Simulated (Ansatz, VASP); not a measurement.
## FeO: VASP beside Ansatz

```
CELL_PARAMETERS angstrom
0.00000 2.15540 2.15540
2.15540 0.00000 2.15540
2.15540 2.15540 0.00000
ATOMIC_POSITIONS crystal
Fe 0.00000 0.00000 0.00000
O 0.50000 0.50000 0.50000
```

Alike in both runs: functional PBEsol; k mesh 6 × 6 × 6; occupations fermi-dirac, width 0.05 eV; collinear spin.

|  | VASP | Ansatz |
| --- | --- | --- |
| version | VASP 6.6.1 | Ansatz 0.2.0 |
| potentials or method | VASP PAW PBE potentials, release 64 (Fe_sv, O) | Ansatz PAW |
| plane-wave cutoff (eV) | 700 | 420 |
| valence electrons in the cell | 22 | 22 |
| task | single point | band structure |

|  | VASP | Ansatz | Ansatz less VASP |
| --- | --- | --- | --- |
| gap on the k mesh at the Fermi level (eV) | none | none | - |
| pressure (GPa) | -9.2 | -8.2 | +1.01 |
| net moment per atom (μB) | 2.00 | 2.00 | 0.000 |
| size of the moment on the site where the two differ most (μB) | 3.47 | 3.45 | -0.027 |

VASP's potentials were made for PBE, not for PBEsol. Site moments also hang on the region over which each program counts them. A gap of «none» marks a metal or a gap that the smearing closes.

The k mesh is coarse, so the values compare programs but aren't converged.
